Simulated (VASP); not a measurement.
# InAs (Fm-3m) in VASP: single point with LDA

Aim: the single point of InAs with LDA.

Everything below comes from runs of VASP 6.6.1. Logs are shortened: lines on timing, memory, paths and dates and some standing lists are left out, and cuts for length are marked.

### Step 1. The cell of the first run

It takes space group Fm-3m (No. 225, cubic). The conventional cell has a = 5.755 Å, b = 5.755 Å, c = 5.755 Å, α = 90.00°, β = 90.00°, γ = 90.00°. Within 3.8 Å of In (site symmetry m-3m) lie 6 As at 2.88 Å. Within 3.8 Å of As (site symmetry m-3m) lie 6 In at 2.88 Å.

### Step 2. Single point, LDA

File INCAR:

```
PREC = Accurate
ENCUT = 500
EDIFF = 1E-6
ISMEAR = -1
SIGMA = 0.1
LREAL = F
LASPH = T
NELM = 120
ALGO = Normal
ISIF = 2
LWAVE = F
LCHARG = F
GGA = CA
NBANDS = 16
GGA_COMPAT = F
```

File KPOINTS:

```
Automatic mesh
0
Gamma
  4 4 4
```

File POSCAR:

```
InAs
1.0
    4.0691220000      0.0000000000      0.0000000000
    2.0345610000      3.5239630231      0.0000000000
    2.0345610000      1.1746543410      3.3224242004
In As
1 1
Direct
    0.5000000000      0.5000000000      0.5000000000
    0.0000000000      0.0000000000      0.0000000000
```

Potentials or basis: VASP PAW LDA potentials, release 64 (In_d, As).

The run is started by

```bash
cat potpaw_LDA.64/In_d/POTCAR potpaw_LDA.64/As/POTCAR > POTCAR
mpirun -np 1 vasp_std > vasp.out
```

OUTCAR:

```text
PREC = Accurate
   ENCUT = 500
   EDIFF = 1E-6
   ISMEAR = -1
   LREAL = F
   LASPH = T
   NELM = 120
   ISIF = 2
   GGA = CA

 ion  position               nearest neighbor table
   1  0.500  0.500  0.500-   2 2.88   2 2.88   2 2.88   2 2.88   2 2.88   2 2.88
   2  0.000  0.000  0.000-   1 2.88   1 2.88   1 2.88   1 2.88   1 2.88   1 2.88

  LATTYP: Found a face centered cubic cell.
 ALAT       =     5.7546075194

  Lattice vectors:

 A1 = (   4.0691220000,   0.0000000000,   0.0000000000)
 A2 = (   2.0345610000,   3.5239630231,   0.0000000000)
 A3 = (   2.0345610000,   1.1746543410,   3.3224242004)

Analysis of symmetry for initial positions (statically):
=====================================================================
 Subroutine PRICEL returns:
 Original cell was already a primitive cell.

 Routine SETGRP: Setting up the symmetry group for a
 face centered cubic supercell.

 Subroutine GETGRP returns: Found 48 space group operations
 (whereof 48 operations were pure point group operations)
 out of a pool of 48 trial point group operations.

The static configuration has the point symmetry O_h .

Analysis of symmetry for dynamics (positions and initial velocities):
=====================================================================
 Subroutine PRICEL returns:
 Original cell was already a primitive cell.

 Routine SETGRP: Setting up the symmetry group for a
 face centered cubic supercell.

 Subroutine GETGRP returns: Found 48 space group operations
 (whereof 48 operations were pure point group operations)
 out of a pool of 48 trial point group operations.

The dynamic configuration has the point symmetry O_h .

 Subroutine INISYM returns: Found 48 space group operations
 (whereof 48 operations are pure point group operations),
 and found     1 'primitive' translations

----------------------------------------------------------------------------------------

                                     Primitive cell

  volume of cell :      47.6417

  direct lattice vectors                    reciprocal lattice vectors
     4.069122000  0.000000000  0.000000000     0.245753261 -0.141885711 -0.100328349
     2.034561000  3.523963023  0.000000000     0.000000000  0.283771423 -0.100328349
     2.034561000  1.174654341  3.322424200     0.000000000  0.000000000  0.300985046

  length of vectors
     4.069122000  4.069122000  4.069122000     0.300985046  0.300985046  0.300985046
[... 62 lines left out ...]
   ENCUT  =  500.0 eV  36.75 Ry    6.06 a.u.   7.42  7.42  7.42*2*pi/ulx,y,z
   NELM   =    120;   NELMIN=  2; NELMDL= -5     # of ELM steps
   EDIFF  = 0.1E-05   stopping-criterion for ELM
   LREAL  =      F    real-space projection
   EDIFFG = 0.1E-04   stopping-criterion for IOM
   NSW    =      0    number of steps for IOM
   IBRION =     -1    ionic relax: 0-MD 1-quasi-New 2-CG
   NFREE  =      0    steps in history (QN), initial steepest desc. (CG)
   ISIF   =      2    stress and relaxation
   ISYM   =      2    0-nonsym 1-usesym 2-fastsym
   POTIM  = 0.5000    time-step for ionic-motion
   TEBEG  =    0.0;   TEEND  =   0.0 temperature during run
   PSTRESS=    0.0 pullay stress
   NELECT =      18.0000    total number of electrons
   NUPDOWN=      -1.0000    fix difference up-down
   EMIN   =  10.00;   EMAX   =-10.00  energy-range for DOS
   EFERMI =   0.00;   METHOD = LEGACY
   ISMEAR =    -1;   SIGMA  =   0.10  broadening in eV -4-tet -1-fermi 0-gaus
   EFERMI_NEDOS =   21; number of points for ismear=-14 and -15
   IALGO  =     38    algorithm
   IMIX   =      4    mixing-type and parameters
     AMIX     =   0.40;   BMIX     =  1.00
     AMIX_MAG =   1.60;   BMIX_MAG =  1.00
  volume/ion in A,a.u.               =      23.82       160.75
  Fermi-wavevector in a.u.,A,eV,Ry     =   1.183505  2.236499 19.057451  1.400683
  Thomas-Fermi vector in A             =   2.319738
   LORBIT       =      0    0 simple, 1 ext, 2 COOP (PROOUT), +10 PAW based schemes
   GGA     = CA    functional components
   LHFCALC =     F    Hartree Fock is set to
   AEXX    =    0.0000 exact exchange contribution
   IVDW    =     0    specifies the selected vdW correction
   LEPSILON=     F    determine dielectric tensor
   LRPA    =     F    only Hartree local field effects (RPA)
 non-spin polarized calculation
  energy-cutoff  :      500.00
  volume of cell :       47.64
 maximum number of plane-waves:      1243
 NGX is ok and might be reduce to    30
   NGX = 15   NGY = 15   NGZ = 15

 number of electron      18.0000002 magnetization

 Free energy of the ion-electron system (eV)
  ---------------------------------------------------
  ext. energy  EPLUGINS =         0.00000000
  ---------------------------------------------------
  free energy    TOTEN  =        -8.40773134 eV

  energy without entropy =       -8.30356395  energy(sigma->0) =       -8.35564764

 E-fermi :   5.8957     XC(G=0): -10.3261

 val. band max:        5.7500819978   @ k =  -0.2500   0.2500  -0.0000
 cond. band min:       5.9742127658   @ k =   0.5000   0.2500   0.0000
 fundamental gap:      0.2241307680
 Fermi energy:         5.8957065062

 k-point     1 :       0.0000    0.0000    0.0000
  band No.  band energies     occupation
      1      -8.5196      2.00000
      2      -8.5196      2.00000
      3      -8.4991      2.00000
      4      -8.4991      2.00000
      5      -8.4991      2.00000
      6      -6.3115      2.00000
[... 129 lines left out ...]
      3      -8.4814      2.00000
      4      -8.4814      2.00000
      5      -8.4192      2.00000
      6      -3.7405      2.00000
[... 8 lines left out ...]
     15      16.2475      0.00000
     16      20.1195      0.00000

------------------------ aborting loop because EDIFF is reached ----------------------------------------

  FORCE on cell =-STRESS in cart. coord.  units (eV):
  Direction    XX          YY          ZZ          XY          YZ          ZX
  --------------------------------------------------------------------------------------
  -------------------------------------------------------------------------------------
  Total       -1.0590728     -1.0590728     -1.0590728     -0.0000000      0.0000000     -0.0000000
  in kB      -35.6163383    -35.6163383    -35.6163383     -0.0000000      0.0000000     -0.0000000
  external PRESSURE =     -35.6163383 kB  Pullay stress =       0.0000000 kB

 VOLUME and BASIS-vectors are now :
 -----------------------------------------------------------------------------
  energy-cutoff  :      500.00
  volume of cell :       47.64
      direct lattice vectors                 reciprocal lattice vectors
     4.069122000  0.000000000  0.000000000     0.245753261 -0.141885711 -0.100328349
     2.034561000  3.523963023  0.000000000     0.000000000  0.283771423 -0.100328349
     2.034561000  1.174654341  3.322424200     0.000000000  0.000000000  0.300985046

 POSITION                                       TOTAL-FORCE (eV/Angst)
 -----------------------------------------------------------------------------------
      4.06912      2.34931      1.66121         0.000000     -0.000000      0.000000
      0.00000      0.00000      0.00000        -0.000000      0.000000      0.000000
 -----------------------------------------------------------------------------------
    total drift:                                0.000000      0.000000     -0.000000

  FREE ENERGIE OF THE ION-ELECTRON SYSTEM (eV)
  ---------------------------------------------------
  free  energy   TOTEN  =        -8.4077313380 eV

  energy  without entropy=       -8.3035639480  energy(sigma->0) =       -8.35564764
```

OSZICAR:

```text
N       E                     dE             d eps       ncg     rms          rms(c)
DAV:   1     0.970138678500E+02    0.97014E+02   -0.88547E+03   264   0.126E+03
DAV:   2    -0.228913171768E+01   -0.99303E+02   -0.94309E+02   280   0.288E+02
DAV:   3    -0.852297978654E+01   -0.62338E+01   -0.61436E+01   344   0.700E+01
DAV:   4    -0.865620931874E+01   -0.13323E+00   -0.13319E+00   288   0.104E+01
DAV:   5    -0.866186241705E+01   -0.56531E-02   -0.56530E-02   376   0.208E+00    0.394E+00
DAV:   6    -0.841740639935E+01    0.24446E+00   -0.39854E-01   360   0.103E+01    0.199E+00
DAV:   7    -0.841045488236E+01    0.69515E-02   -0.35982E-02   320   0.134E+00    0.775E-01
DAV:   8    -0.840791462256E+01    0.25403E-02   -0.29945E-03   352   0.681E-01    0.120E-01
DAV:   9    -0.840775950093E+01    0.15512E-03   -0.64516E-04   384   0.378E-01    0.803E-02
DAV:  10    -0.840773045627E+01    0.29045E-04   -0.64576E-05   384   0.103E-01    0.453E-02
DAV:  11    -0.840773246682E+01   -0.20105E-05   -0.11546E-05   352   0.293E-02    0.101E-02
DAV:  12    -0.840773133419E+01    0.11326E-05   -0.27485E-06   304   0.129E-02    0.343E-03
DAV:  13    -0.840773133804E+01   -0.38522E-08   -0.15746E-07   184   0.404E-03
   1 F= -.84077313E+01 E0= -.83556476E+01  d E =-.104167E+00
```

stdout:

```text
POSCAR found type information on POSCAR InAs
 POSCAR found :  2 types and       2 ions
 scaLAPACK will be used
 LDA part: xc-table for (Slater(with rela. corr.)+CA(PZ))
 , standard interpolation
 POSCAR, INCAR and KPOINTS ok, starting setup
 FFT: planning ... GRIDC
 FFT: planning ... GRID_SOFT
 FFT: planning ... GRID
 WAVECAR not read
 entering main loop
```

Run time: 17 s. Hardware: 1 thread of AMD EPYC 7R13, shared host; peak memory 0.11 GiB.

Results:

| Quantity | Value |
| --- | --- |
| Free energy | -8.4077 eV |
| Pressure | -3.6 GPa |
| Band gap on the k mesh | zero (band 9 reaches 6.02 eV, above the bottom of band 10 at 3.57 eV) |

Levels at points of the mesh, in eV from the Fermi level:
```
           k point  band 6  band 7  band 8  band 9  band 10  band 11  band 12  band 13
(0.00, 0.00, 0.00)  -12.21   -0.94   -0.29   -0.29    -0.29     7.10     7.10     7.10
(0.50, 0.00, 0.00)  -10.52   -6.68    0.12    0.12     1.93     3.07     3.07     4.18
(0.50, 0.50, 0.00)   -9.65   -4.81   -3.20   -2.33    -2.33     3.77     8.93     8.93
```

Caveat: the k points lie up to 0.47 Å⁻¹ apart; spin-orbit coupling is left out, which moves the levels of the heavy elements.
